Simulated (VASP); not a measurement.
## Be: single point with r2SCAN

Crystal: Be.

```
Be
1.0
     3.77778    0.00000    0.00000
     0.00000    3.77778    0.00000
     0.00000    0.00000    2.30013
Be
4
Direct
  0.29741 0.29741 0.00000
  0.70259 0.70259 0.00000
  0.20259 0.79741 0.50000
  0.79741 0.20259 0.50000
```

```
Program             : VASP 6.6.1
Task                : single point
Functional          : r2SCAN
Potentials or basis : VASP PAW PBE potentials, release 64 (Be)
Cutoff              : 660 eV
k mesh              : 6 × 6 × 10
Occupations         : fermi-dirac, width 0.15 eV
Spin                : no spin polarisation
```

```
Pressure               : -2.6 GPa
Largest force          : 0.034 eV/Å
Band gap on the k mesh : zero (bands 4 and 5 overlap by 2.25 eV)
```

Forces on the atoms (eV/Å):
```
Be  -0.024 -0.024  0.000
Be   0.024  0.024  0.000
Be   0.024 -0.024  0.000
Be  -0.024  0.024  0.000
```

Stress tensor (GPa, compression positive):
```
-3.19  0.00  0.00
 0.00 -3.19  0.00
 0.00  0.00 -1.46
```

Levels at points of the mesh, in eV from the Fermi level:
```
           k point  band 2  band 3  band 4  band 5  band 6  band 7
(0.00, 0.00, 0.00)   -5.17   -4.59   -1.10   -1.10    5.13    5.13
(0.50, 0.00, 0.00)   -9.74   -2.72   -2.72    1.51    1.51    9.50
(0.50, 0.50, 0.00)   -7.61   -7.57   -7.57    8.91    8.91    9.81
(0.00, 0.00, 0.50)   -6.13    1.15    1.15    1.95    1.95    2.76
(0.50, 0.00, 0.50)   -4.67   -3.56   -3.56    3.98    3.98    5.27
(0.50, 0.50, 0.50)   -3.88   -3.52   -3.52    1.73    1.73    1.75
```

Wall time 110 s on 1 thread of AMD EPYC 7R13, with other jobs on the host, peak memory 0.14 GiB.

Caveat: the PAW data sets were made with another functional, which shifts forces and pressure a little.
